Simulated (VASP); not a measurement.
# CoSi (P2_13) in VASP: a series of runs

The runs below take CoSi through single point, relaxation of cell and atoms, with r2SCAN, PBE.

Program: VASP 6.6.1. These are calculated values, not measurements. Logs are shortened: lines on timing, memory, paths and dates and some standing lists are left out, and cuts for length are marked.

### 1 The cell of the first run

It takes space group P2_13 (No. 198, cubic). Conventional cell: a = 4.431 Å, b = 4.431 Å, c = 4.431 Å, α = 90.00°, β = 90.00°, γ = 90.00°. Within 3.1 Å of Co (site symmetry 3) lie 7 Si at 2.31 to 2.43 Å and 6 Co at 2.72 Å. Si (site symmetry 3) has 7 Co at 2.31 to 2.43 Å and 6 Si at 2.74 Å within 3.1 Å.

### 2 Single point, r2SCAN

POSCAR reads:

```
CoSi
1.0
    4.4307234415      0.0000000000      0.0000000000
    0.0000000000      4.4307234415      0.0000000000
    0.0000000000      0.0000000000      4.4307234415
Co Si
4 4
Direct
    0.1447094016      0.1447094016      0.1447094016
    0.6447094016      0.3552905984      0.8552905984
    0.8552905984      0.6447094016      0.3552905984
    0.3552905984      0.8552905984      0.6447094016
    0.8431281249      0.8431281249      0.8431281249
    0.3431281249      0.6568718751      0.1568718751
    0.1568718751      0.3431281249      0.6568718751
    0.6568718751      0.1568718751      0.3431281249
```

INCAR.step1 reads:

```
SYSTEM = CoSi
  PREC = Accurate
  ENCUT = 520
  ISMEAR = 0
  SIGMA = 0.1
  LREAL = .FALSE.
  LASPH = .TRUE.
  NELM = 100
  NBANDS = 36
  GGA = PE
  ALGO = Normal
  EDIFF = 1E-4
  LWAVE = .TRUE.
  LCHARG = .FALSE.
```

INCAR.step2 reads:

```
SYSTEM = CoSi
  PREC = Accurate
  ENCUT = 520
  EDIFF = 1E-6
  ISMEAR = 0
  SIGMA = 0.1
  LREAL = .FALSE.
  LASPH = .TRUE.
  NELM = 100
  ALGO = Normal
  ISIF = 2
  LWAVE = .FALSE.
  LCHARG = .TRUE.
  METAGGA = R2SCAN
  LMIXTAU = .TRUE.
  LELF = .TRUE.
  LVHAR = .TRUE.
  NBANDS = 36
  ISTART = 1
```

KPOINTS reads:

```
Automatic mesh
0
G
  8 8 8
  0 0 0
```

Potentials or basis: VASP PAW PBE potentials, release 64 (Co, Si).

On the command line:

```bash
cat potpaw_PBE.64/Co/POTCAR potpaw_PBE.64/Si/POTCAR > POTCAR
cp INCAR.step1 INCAR
mpirun -np 1 vasp_std > vasp.out
cp INCAR.step2 INCAR
mpirun -np 1 vasp_std > vasp.out
```

OUTCAR:

```text
SYSTEM = CoSi
   PREC = Accurate
   ENCUT = 520
   EDIFF = 1E-6
   ISMEAR = 0
   LREAL = .FALSE.
   LASPH = .TRUE.
   NELM = 100
   ISIF = 2
   METAGGA = R2SCAN
   ISTART = 1

 ion  position               nearest neighbor table
   1  0.145  0.145  0.145-   5 2.31   6 2.33   7 2.33   8 2.33   6 2.43   7 2.43   8 2.43   4 2.72
                             4 2.72   2 2.72   3 2.72   3 2.72   2 2.72
   2  0.645  0.355  0.855-   6 2.31   5 2.33   7 2.33   8 2.33   7 2.43   8 2.43   5 2.43   3 2.72
                             3 2.72   4 2.72   4 2.72   1 2.72   1 2.72
   3  0.855  0.645  0.355-   7 2.31   6 2.33   5 2.33   8 2.33   8 2.43   5 2.43   6 2.43   2 2.72
                             2 2.72   4 2.72   1 2.72   4 2.72   1 2.72
   4  0.355  0.855  0.645-   8 2.31   6 2.33   7 2.33   5 2.33   6 2.43   7 2.43   5 2.43   1 2.72
                             1 2.72   2 2.72   3 2.72   3 2.72   2 2.72
   5  0.843  0.843  0.843-   1 2.31   2 2.33   3 2.33   4 2.33   2 2.43   3 2.43   4 2.43   6 2.74
                             7 2.74   7 2.74   6 2.74   8 2.74   8 2.74
   6  0.343  0.657  0.157-   2 2.31   1 2.33   3 2.33   4 2.33   3 2.43   4 2.43   1 2.43   5 2.74
                             8 2.74   8 2.74   5 2.74   7 2.74   7 2.74
   7  0.157  0.343  0.657-   3 2.31   2 2.33   1 2.33   4 2.33   4 2.43   1 2.43   2 2.43   5 2.74
                             5 2.74   8 2.74   8 2.74   6 2.74   6 2.74
   8  0.657  0.157  0.343-   4 2.31   2 2.33   3 2.33   1 2.33   2 2.43   3 2.43   1 2.43   6 2.74
                             6 2.74   7 2.74   7 2.74   5 2.74   5 2.74

  LATTYP: Found a simple cubic cell.
 ALAT       =     4.4307234415

  Lattice vectors:

 A1 = (   4.4307234415,   0.0000000000,   0.0000000000)
 A2 = (   0.0000000000,   4.4307234415,   0.0000000000)
 A3 = (   0.0000000000,   0.0000000000,   4.4307234415)

Analysis of symmetry for initial positions (statically):
=====================================================================
 Subroutine PRICEL returns:
 Original cell was already a primitive cell.

 Routine SETGRP: Setting up the symmetry group for a
 simple cubic supercell.

 Subroutine GETGRP returns: Found 12 space group operations
 (whereof  3 operations were pure point group operations)
 out of a pool of 48 trial point group operations.

The static configuration has the point symmetry C_3 .
 The point group associated with its full space group is T   .

Analysis of symmetry for dynamics (positions and initial velocities):
=====================================================================
 Subroutine PRICEL returns:
 Original cell was already a primitive cell.

 Routine SETGRP: Setting up the symmetry group for a
 simple cubic supercell.

 Subroutine GETGRP returns: Found 12 space group operations
 (whereof  3 operations were pure point group operations)
 out of a pool of 48 trial point group operations.

The dynamic configuration has the point symmetry C_3 .
[... 121 lines left out ...]
   TEBEG  =    0.0;   TEEND  =   0.0 temperature during run
   PSTRESS=    0.0 pullay stress
   NELECT =      52.0000    total number of electrons
   NUPDOWN=      -1.0000    fix difference up-down
   EMIN   =  10.00;   EMAX   =-10.00  energy-range for DOS
   EFERMI =   0.00;   METHOD = LEGACY
   ISMEAR =     0;   SIGMA  =   0.10  broadening in eV -4-tet -1-fermi 0-gaus
   EFERMI_NEDOS =   21; number of points for ismear=-14 and -15
   IALGO  =     38    algorithm
   IMIX   =      4    mixing-type and parameters
     AMIX     =   0.40;   BMIX     =  1.00
     AMIX_MAG =   1.60;   BMIX_MAG =  1.00
  volume/ion in A,a.u.               =      10.87        73.37
  Fermi-wavevector in a.u.,A,eV,Ry     =   1.379118  2.606154 25.877810  1.901965
  Thomas-Fermi vector in A             =   2.504117
   LORBIT       =      0    0 simple, 1 ext, 2 COOP (PROOUT), +10 PAW based schemes
   METAGGA = R2SCAN    functional components
   LHFCALC =     F    Hartree Fock is set to
   AEXX    =    0.0000 exact exchange contribution
   IVDW    =     0    specifies the selected vdW correction
   LEPSILON=     F    determine dielectric tensor
   LRPA    =     F    only Hartree local field effects (RPA)
 non-spin polarized calculation
 Gauss-broadening in eV      SIGMA  =   0.10
  energy-cutoff  :      520.00
  volume of cell :       86.98
 maximum number of plane-waves:      2360
 NGX is ok and might be reduce to    36
   NGX = 17   NGY = 17   NGZ = 17

 number of electron      52.0000004 magnetization

 Free energy of the ion-electron system (eV)
  ---------------------------------------------------
  ext. energy  EPLUGINS =         0.00000000
  ---------------------------------------------------
  free energy    TOTEN  =       -91.90230817 eV

  energy without entropy =      -91.89612613  energy(sigma->0) =      -91.89921715

 E-fermi :  12.0511     XC(G=0): -13.9043

 val. band max:       12.0456204195   @ k =   0.5000   0.5000   0.3750
 cond. band min:      12.1865885513   @ k =   0.3750   0.3750   0.3750
 fundamental gap:      0.1409681318
 Fermi energy:        12.0510889107

 k-point     1 :       0.0000    0.0000    0.0000
  band No.  band energies     occupation
      1      -2.3963      2.00000
      2       3.4290      2.00000
      3       3.4290      2.00000
      4       3.4290      2.00000
      5       6.2073      2.00000
      6       6.2073      2.00000
[... 925 lines left out ...]
     35      17.1287      0.00000
     36      18.0263      0.00000

 [... further k-points ...]
[... 5 lines left out ...]
  --------------------------------------------------------------------------------------
  -------------------------------------------------------------------------------------
  Total       -4.0022856     -4.0022856     -4.0022856      0.0000000     -0.0000000      0.0000000
  in kB      -73.7215963    -73.7215963    -73.7215963      0.0000000     -0.0000000      0.0000000
  external PRESSURE =     -73.7215963 kB  Pullay stress =       0.0000000 kB

 VOLUME and BASIS-vectors are now :
 -----------------------------------------------------------------------------
  energy-cutoff  :      520.00
  volume of cell :       86.98
      direct lattice vectors                 reciprocal lattice vectors
     4.430723441  0.000000000  0.000000000     0.225696777  0.000000000  0.000000000
     0.000000000  4.430723441  0.000000000     0.000000000  0.225696777  0.000000000
     0.000000000  0.000000000  4.430723441     0.000000000  0.000000000  0.225696777

 POSITION                                       TOTAL-FORCE (eV/Angst)
 -----------------------------------------------------------------------------------
      0.64117      0.64117      0.64117        -0.006713     -0.006713     -0.006713
      2.85653      1.57419      3.78956        -0.006713      0.006713      0.006713
      3.78956      2.85653      1.57419         0.006713     -0.006713      0.006713
      1.57419      3.78956      2.85653         0.006713      0.006713     -0.006713
      3.73567      3.73567      3.73567         0.002968      0.002968      0.002968
      1.52031      2.91042      0.69506         0.002968     -0.002968     -0.002968
      0.69506      1.52031      2.91042        -0.002968      0.002968     -0.002968
      2.91042      0.69506      1.52031        -0.002968     -0.002968      0.002968
 -----------------------------------------------------------------------------------
    total drift:                               -0.000000     -0.000000      0.000000

  FREE ENERGIE OF THE ION-ELECTRON SYSTEM (eV)
  ---------------------------------------------------
  free  energy   TOTEN  =       -91.9023081675 eV

  energy  without entropy=      -91.8961261281  energy(sigma->0) =      -91.89921715
```

OSZICAR.step1:

```text
N       E                     dE             d eps       ncg     rms          rms(c)
DAV:   1     0.355446951092E+03    0.35545E+03   -0.22161E+04  3240   0.167E+03
DAV:   2    -0.308940153449E+02   -0.38634E+03   -0.36852E+03  3240   0.362E+02
DAV:   3    -0.594579067679E+02   -0.28564E+02   -0.27205E+02  3536   0.119E+02
DAV:   4    -0.606338777934E+02   -0.11760E+01   -0.11616E+01  4168   0.218E+01
DAV:   5    -0.606791155916E+02   -0.45238E-01   -0.45182E-01  4172   0.413E+00    0.275E+01
DAV:   6    -0.668241878567E+02   -0.61451E+01   -0.11066E+02  4240   0.133E+02    0.278E+01
DAV:   7    -0.546788929031E+02    0.12145E+02   -0.47820E+01  3736   0.970E+01    0.720E+00
DAV:   8    -0.548512779689E+02   -0.17239E+00   -0.40340E+00  3636   0.101E+01    0.293E+00
DAV:   9    -0.547560297217E+02    0.95248E-01   -0.24383E-01  4616   0.599E+00    0.946E-01
DAV:  10    -0.547523857325E+02    0.36440E-02   -0.17524E-02  3720   0.847E-01    0.310E-01
DAV:  11    -0.547514100154E+02    0.97572E-03   -0.22772E-03  5052   0.535E-01    0.104E-01
DAV:  12    -0.547513489155E+02    0.61100E-04   -0.16494E-04  2148   0.141E-01
   1 F= -.54751349E+02 E0= -.54747907E+02  d E =-.688464E-02
```

It took 11 min on 1 thread of Intel Xeon 8259CL, shared host; peak memory 0.28 GiB.

Results:

| Property | Result |
| --- | --- |
| Free energy | -91.9023 eV |
| Pressure | -7.4 GPa |
| Largest force | 0.012 eV/Å |
| Band gap on the k mesh | zero (bands 26 and 27 overlap by 0.20 eV) |

Forces on the atoms (eV/Å):
```
Co  -0.007 -0.007 -0.007
Co  -0.007  0.007  0.007
Co   0.007 -0.007  0.007
Co   0.007  0.007 -0.007
Si   0.003  0.003  0.003
Si   0.003 -0.003 -0.003
Si  -0.003  0.003 -0.003
Si  -0.003 -0.003  0.003
```

Caveat: the cell stands under tension; the PAW data sets were made with another functional, which shifts forces and pressure a little; the run has no spin polarisation, though such a crystal can be magnetic. Spin polarisation is off, so any magnetic state and its effect on volume and gap are missing.

### 3 Relaxation of cell and atoms, PBE

INCAR reads:

```
SYSTEM = CoSi
PREC = Accurate
ENCUT = 600
EDIFF = 1E-6
ISMEAR = 0
SIGMA = 0.1
LREAL = .FALSE.
LASPH = .TRUE.
NELM = 60
ALGO = Normal
ISIF = 3
LWAVE = .FALSE.
LCHARG = .FALSE.
GGA = PE
IBRION = 2
NSW = 100
EDIFFG = -0.01
```

KPOINTS is that of step 2.

POSCAR reads:

```
CoSi
1.0
    4.4305797727      0.0000000000      0.0000000000
    0.0000000000      4.4305797727      0.0000000000
    0.0000000000      0.0000000000      4.4305797727
Co Si
4 4
Direct
    0.1446298847      0.1446298847      0.1446298847
    0.6446298847      0.3553701153      0.8553701153
    0.8553701153      0.6446298847      0.3553701153
    0.3553701153      0.8553701153      0.6446298847
    0.8431224862      0.8431224862      0.8431224862
    0.3431224862      0.6568775138      0.1568775138
    0.1568775138      0.3431224862      0.6568775138
    0.6568775138      0.1568775138      0.3431224862
```

Potentials or basis: VASP PAW PBE potentials, release 64 (Co, Si).

On the command line:

```bash
cat potpaw_PBE.64/Co/POTCAR potpaw_PBE.64/Si/POTCAR > POTCAR
mpirun -np 1 vasp_std > vasp.out
```

Wall time 8.2 min (1 thread of Intel Xeon 8259CL, shared host); peak memory 0.29 GiB.

Results (log left out):

| Quantity | Value |
| --- | --- |
| Free energy | -54.7508 eV |
| Relaxed volume | 10.86 Å³/atom |
| Relaxed cell | a = 4.429 Å, b = 4.429 Å, c = 4.429 Å, α = 90.00°, β = 90.00°, γ = 90.00° |
| Space group after relaxing (to 0.1 Å) | P2_13 (No. 198) |
| Energy gained by relaxing | 0.0 meV/atom |
| Ionic steps | 4 |
| Pressure after relaxing | 0.1 GPa |
| Largest force after relaxing | 0.004 eV/Å |
| Band gap on the k mesh | zero (bands 26 and 27 overlap by 0.21 eV) |

Forces in eV/Å, atoms in the order of the input:
```
Co   0.002  0.002  0.002
Co   0.002 -0.002 -0.002
Co  -0.002  0.002 -0.002
Co  -0.002 -0.002  0.002
Si   0.000  0.000  0.000
Si   0.000  0.000  0.000
Si   0.000  0.000  0.000
Si   0.000  0.000  0.000
```

The path:
| step | energy change (eV) | largest force (eV/Å) | pressure (GPa) | volume (Å³) |
| --- | --- | --- | --- | --- |
| 1 | 0.0000 | 0.0248 | -0.08 | 86.97 |
| 2 | -0.0001 | 0.0182 | 0.04 | 86.91 |
| 3 | -0.0001 | 0.0114 | 0.18 | 86.84 |
| 4 | -0.0002 | 0.0039 | 0.14 | 86.87 |

Final structure:
```cif
data_structure
_symmetry_space_group_name_H-M 'P 1'
_symmetry_Int_Tables_number 1
_cell_length_a 4.4288
_cell_length_b 4.4288
_cell_length_c 4.4288
_cell_angle_alpha 90.000
_cell_angle_beta 90.000
_cell_angle_gamma 90.000
_cell_volume 86.87
loop_
_atom_site_label
_atom_site_type_symbol
_atom_site_fract_x
_atom_site_fract_y
_atom_site_fract_z
_atom_site_occupancy
Co1 Co 0.14505 0.14505 0.14505 1
Co2 Co 0.64505 0.35495 0.85495 1
Co3 Co 0.85495 0.64505 0.35495 1
Co4 Co 0.35495 0.85495 0.64505 1
Si1 Si 0.84321 0.84321 0.84321 1
Si2 Si 0.34321 0.65679 0.15679 1
Si3 Si 0.15679 0.34321 0.65679 1
Si4 Si 0.65679 0.15679 0.34321 1
```

Levels at points of the mesh, in eV from the Fermi level:
```csv
k point,band 24,band 25,band 26,band 27,band 28,band 29
"(0.00, 0.00, 0.00)",-0.79,-0.02,-0.02,-0.02,2.48,2.48
"(0.50, 0.00, 0.00)",-0.66,-0.50,-0.50,0.99,0.99,1.48
"(0.50, 0.50, 0.00)",-1.01,-0.05,-0.05,0.57,0.57,1.99
"(0.50, 0.50, 0.50)",-1.23,-0.23,-0.23,-0.23,-0.23,5.40
```

Caveat: the run has no spin polarisation, though such a crystal can be magnetic.
